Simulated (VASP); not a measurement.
Input of a VASP 6.6.1 run:

Contents of INCAR:

```
  ALGO = Normal
  EDIFF = 1E-7
  ENCUT = 520
  GGA = PS
  ISIF = 2
  ISMEAR = -1
  LASPH = T
  LCHARG = F
  LREAL = F
  LWAVE = F
  NBANDS = 10
  NELM = 100
  PREC = Accurate
  SIGMA = 0.1
```

KPOINTS

```
k-points
0
Gamma
  16 16 16
```

Contents of POSCAR:

```
Re
1.0
   -1.5826891148      1.5826891148      1.5826891148
    1.5826891148     -1.5826891148      1.5826891148
    1.5826891148      1.5826891148     -1.5826891148
Re
1
Direct
    0.0000000000      0.0000000000      0.0000000000
```

Potentials or basis: VASP PAW PBE potentials, release 64 (Re).

The run is started by

```sh
$ cat potpaw_PBE.64/Re/POTCAR > POTCAR
$ mpirun -np 1 vasp_std > vasp.out
```

Estimate the band gap on the k mesh.

zero (an odd number of electrons rules out a gap without spin polarisation).

Predict the pressure.

-24.8 GPa.

Caveat: the cell stands under tension; the PAW data sets were made with another functional, which shifts forces and pressure a little; spin-orbit coupling is left out, which moves the levels of the heavy elements.
